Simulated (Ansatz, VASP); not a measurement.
# One calculation of BiP6, two programs

```
Bi P
1.0
     0.00000    4.62896    4.62896
     4.62896    0.00000    4.62896
     4.62896    4.62896    0.00000
Bi P
1 6
Direct
  0.00000 0.00000 0.00000
  0.68514 0.31486 0.31486
  0.31486 0.68514 0.68514
  0.31486 0.68514 0.31486
  0.68514 0.31486 0.68514
  0.31486 0.31486 0.68514
  0.68514 0.68514 0.31486
```

Change from the starting cell: ordered vacancies on the cation sites of rhenium trioxide (Fm-3m, No. 225).

Alike in both runs: functional PBE; k mesh 4 × 4 × 4; occupations gaussian, width 0.1 eV; no spin polarisation.

Ansatz relaxed the structure, and its values are those at the end. VASP's run is a single point on that final structure, the one shown.

```csv
,VASP,Ansatz
version,VASP 6.6.1,Ansatz 0.2.0
potentials or method,"VASP PAW PBE potentials, release 64 (Bi_d, P), cutoff 520 eV","scalar-relativistic, plane waves, PAW"
valence electrons in the cell,45,45
```

|  | VASP | Ansatz | Ansatz less VASP |
| --- | --- | --- | --- |
| gap on the k mesh at the Fermi level (eV) | none | none | - |
| pressure (GPa) | -0.2 | 0.0 | +0.16 |
| rms of the force components (eV/Å) | 0.044 | 0.008 | -0.0356 |

A gap of «none» marks a metal or a gap that the smearing closes.

Neither program's run includes spin-orbit coupling.
